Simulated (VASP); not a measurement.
Ga, 4 atoms in the cell. It takes space group Cmce (No. 64, orthorhombic). The conventional cell has a = 4.472 Å, b = 7.594 Å, c = 4.492 Å, α = 90.00°, β = 90.00°, γ = 90.00°. Within 3.3 Å of Ga (site symmetry m) lie 7 Ga at 2.48 to 2.76 Å. 

```yaml
Program: VASP 6.6.1
Task: single point
Functional: PBEsol
Potentials_or_basis: VASP PAW PBE potentials, release 64 (Ga_d)
Cutoff: 520 eV
k_mesh: 12 × 12 × 10
Occupations: gaussian, width 0.1 eV
Spin: no spin polarisation
Dipole_correction: no
Further_INCAR_settings: ALGO = Fast; EDIFF = 1e-06; NBANDS = 34
```

Potentials or basis: VASP PAW PBE potentials, release 64 (Ga_d).

Launch:

```sh
$ cat potpaw_PBE.64/Ga_d/POTCAR > POTCAR
$ mpirun -np 1 vasp_std > vasp.out
```

Hardware: 1 thread of Intel(R) Xeon(R) Platinum 8488C (Sapphire Rapids), with other jobs on the host.

Question: Estimate the wall time of this run.

Answer: Wall time 15 min on 1 thread of Intel(R) Xeon(R) Platinum 8488C (Sapphire Rapids) (shared host), peak memory 0.55 GiB. Counts: scf iterations 14, k points 258.
